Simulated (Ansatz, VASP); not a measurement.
**Two plane-wave programs on InP**

The input POSCAR:

```
InP
1.0
    0.0000000000      2.9538133435      2.9538133435
    2.9538133435      0.0000000000      2.9538133435
    2.9538133435      2.9538133435      0.0000000000
In P
1 1
Direct
    0.0000000000      0.0000000000      0.0000000000
    0.2500000000      0.2500000000      0.2500000000
```

File INCAR.step1:

```
PREC = Accurate
ENCUT = 400
EDIFF = 1E-5
ISMEAR = 0
SIGMA = 0.01
LREAL = F
LASPH = T
NELM = 120
ALGO = Normal
ISIF = 2
LWAVE = T
NBANDS = 16
GGA = PE
GGA_COMPAT = F
```

INCAR.step2

```
PREC = Accurate
ENCUT = 400
EDIFF = 1E-6
ISMEAR = 0
SIGMA = 0.01
LREAL = F
LASPH = T
NELM = 120
ALGO = Normal
ISIF = 2
LWAVE = F
LCHARG = T
GGA = PE
LHFCALC = T
AEXX = 1.0
HFSCREEN = 0.2078
PRECFOCK = Normal
LELF = T
LVHAR = T
NBANDS = 16
ISTART = 1
ALDAC = 1.0
AGGAC = 1.0
GGA_COMPAT = F
```

KPOINTS

```
regular mesh
0
Gamma
  4 4 4
```

Input for Ansatz:

```yaml
crystal:
  lattice:
    - [0.0, 2.9538133435, 2.9538133435]
    - [2.9538133435, 0.0, 2.9538133435]
    - [2.9538133435, 2.9538133435, 0.0]
  atoms:
    - { symbol: In, position: [0.0, 0.0, 0.0] }
    - { symbol: P, position: [0.25, 0.25, 0.25] }
kpoints:
  mp_grid: { grid: [4, 4, 4] }
hamiltonian:
  xc:
    exchange: pbe
    correlation: pbe
    exx: { coeff: 1.0, omega: 0.2078 }
scf:
  occupations: { method: fixed }
  n_extra_bands: 4
output:
  forces: true
  stress: true
  eigenvalues: true
```

Alike in both runs: task single point; functional PBE-based screened hybrid with a share of 1.0 of exact exchange and HFSCREEN = 0.2078; k mesh 4 × 4 × 4; no spin polarisation.

|  | VASP | Ansatz |
| --- | --- | --- |
| version | VASP 6.6.1 | Ansatz 0.2.0 |
| potentials or method | VASP PAW PBE potentials, release 64 (In_d, P) | plane waves |
| plane-wave cutoff (eV) | 400 | 420 |
| occupations | gaussian, width 0.01 eV | fixed |
| valence electrons in the cell | 18 | 18 |

Ansatz gave:

| Quantity | Value |
| --- | --- |
| gap on the k mesh at the Fermi level (eV) | 4.36 |
| pressure (GPa) | -4.3 |

Problem. What did VASP give for the same quantities?

Solution. gap on the k mesh at the Fermi level (eV): 4.34; pressure (GPa): -4.7.

VASP's potentials were made for PBE, not for PBE-based screened hybrid. Ansatz's warnings: stress exchange threshold loose, stress scf threshold loose.

The k mesh is coarse, so the values compare programs but aren't converged.
